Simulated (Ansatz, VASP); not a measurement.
## Hf: VASP beside Ansatz

```xyz
1
Lattice="0.0000 2.2126 2.2126 2.2126 0.0000 2.2126 2.2126 2.2126 0.0000" Properties=species:S:1:pos:R:3 pbc="T T T"
Hf    0.0000    0.0000    0.0000
```

Change from the starting cell: volume scaled by 0.99.

Alike in both runs: task single point; functional LDA; k mesh 13 × 13 × 13; occupations fermi-dirac, width 0.03 eV; no spin polarisation.

```csv
,VASP,Ansatz
version,VASP 6.6.1,Ansatz 0.2.0
potentials or method,"VASP PAW LDA potentials, release 64 (Hf_pv), cutoff 520 eV","all-electron LAPW, scalar-relativistic"
```

|  | VASP | Ansatz | Ansatz less VASP |
| --- | --- | --- | --- |
| pressure (GPa) | -4.5 | -4.5 | 0.00 |

LDA's correlation is that of Perdew and Zunger in VASP and of Perdew and Wang (1992) in Ansatz. Ansatz ran all-electron here, and VASP with PAW potentials.

Neither program's run includes spin-orbit coupling.
